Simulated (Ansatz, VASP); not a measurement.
**One calculation of Bi, two programs**

File INCAR:

```
PREC     = Accurate       # precision mode
ENCUT    = 520            # plane-wave cutoff, eV
EDIFF    = 1E-7           # SCF threshold, eV
ISMEAR   = -1             # smearing method
SIGMA    = 0.05           # smearing width, eV
LREAL    = False          # projectors in reciprocal space
LASPH    = True           # aspherical terms in the spheres
NELM     = 100            # most SCF steps
ALGO     = Fast           # electronic algorithm
ISIF     = 2              # what is computed and relaxed
LWAVE    = False          # write WAVECAR
LCHARG   = False          # write CHGCAR
GGA      = PE             # functional
NBANDS   = 22             # bands
```

The input KPOINTS:

```
Automatic mesh
0
Gamma
  6 6 9
```

The input POSCAR:

```
Bi
1.0
    3.5570192531     -3.1940166960      0.0000000000
    3.5570192531      3.1940166960      0.0000000000
   -1.2849517653      0.0000000000      3.1746155033
Bi
2
Direct
    0.7530610000      0.7530610000      0.8573820000
    0.2469390000      0.2469390000      0.1426180000
```

File input.yaml:

```yaml
crystal:
  lattice:
    - [3.5570192531, -3.194016696, 0.0]
    - [3.5570192531, 3.194016696, 0.0]
    - [-1.2849517653, 0.0, 3.1746155033]
  atoms:
    - { symbol: Bi, position: [0.753061, 0.753061, 0.857382] }
    - { symbol: Bi, position: [0.246939, 0.246939, 0.142618] }
hamiltonian:
  xc: pbe
  pseudopotentials: { kind: paw, azcp: { folder: soft_1 } }
kpoints:
  mp_grid: { grid: [6, 6, 9] }
scf:
  occupations: { method: fermi_dirac, width: 0.05 }
output:
  forces: true
  stress: true
  eigenvalues: true
```

Alike in both runs: task single point; functional PBE; k mesh 6 × 6 × 9; occupations fermi-dirac, width 0.05 eV; no spin polarisation.

|  | VASP | Ansatz |
| --- | --- | --- |
| version | VASP 6.6.1 | Ansatz 0.2.0 |
| potentials or method | VASP PAW PBE potentials, release 64 (Bi_d) | Ansatz PAW soft_1 |
| plane-wave cutoff (eV) | 520 | 420 |
| valence electrons in the cell | 30 | 30 |

```tsv
	VASP	Ansatz	Ansatz less VASP
gap on the k mesh at the Fermi level (eV)	none	none	-
pressure (GPa)	-2.5	-2.4	+0.07
traceless stress, the component that is largest in VASP (GPa)	-0.66	-0.66	+0.001
rms of the force components (eV/Å)	0.067	0.067	+0.0004
```

Atom by atom the forces differ by 0.001 eV/Å (rms over components). A gap of «none» marks a metal or a gap that the smearing closes.

Spin-orbit coupling is off throughout.
